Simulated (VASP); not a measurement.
**Sn: single point with PBEsol+D3(BJ)**

Sn:

```
Sn
1.0
    -2.04622    2.04622    1.97044
     2.04622   -2.04622    1.97044
     2.04622    2.04622   -1.97044
Sn
1
Direct
  0.00000 0.00000 0.00000
```

This cell differs from its parent crystal: strain +0.080 along x and y, +0.040 along z.

* Program: VASP 6.6.1
* Task: single point
* Functional: PBEsol
* Dispersion: D3(BJ)
* Potentials or basis: VASP PAW PBE potentials, release 64 (Sn_d)
* Cutoff: 520 eV
* k mesh: 18 × 18 × 18
* Occupations: gaussian, width 0.15 eV
* Spin: no spin polarisation

```yaml
Pressure: -6.0 GPa
Band_gap_on_the_k_mesh: zero (bands 7 and 8 overlap by 8.11 eV)
Dispersion_energy_per_atom: -0.377 eV
```

Stress tensor (GPa, compression positive):
```
-5.77  0.00  0.00
 0.00 -5.77  0.00
 0.00  0.00 -6.41
```

Levels at points of the mesh, in eV from the Fermi level:
| k point | band 4 | band 5 | band 6 | band 7 | band 8 | band 9 | band 10 | band 11 |
| --- | --- | --- | --- | --- | --- | --- | --- | --- |
| (0.00, 0.00, 0.00) | -21.34 | -21.32 | -9.84 | 6.24 | 6.24 | 6.43 | 11.01 | 11.54 |
| (0.50, 0.00, 0.00) | -21.33 | -21.28 | -6.21 | -3.50 | 2.86 | 4.52 | 6.79 | 7.48 |
| (0.50, 0.50, 0.00) | -21.33 | -21.29 | -6.40 | -3.58 | 3.24 | 5.05 | 7.26 | 8.03 |
| (0.50, 0.50, 0.50) | -21.30 | -21.29 | -3.54 | -0.49 | -0.49 | 0.11 | 3.74 | 4.07 |

It took 2.5 min on 1 thread of AMD EPYC 7R13 Processor (Zen 3), on a shared host, peak memory 0.28 GiB.

Caveat: the cell differs from its parent crystal (strain +0.080 along x and y, +0.040 along z); the cell stands under tension; the PAW data sets were made with another functional, which shifts forces and pressure a little; spin-orbit coupling is left out, which moves the levels of the heavy elements.
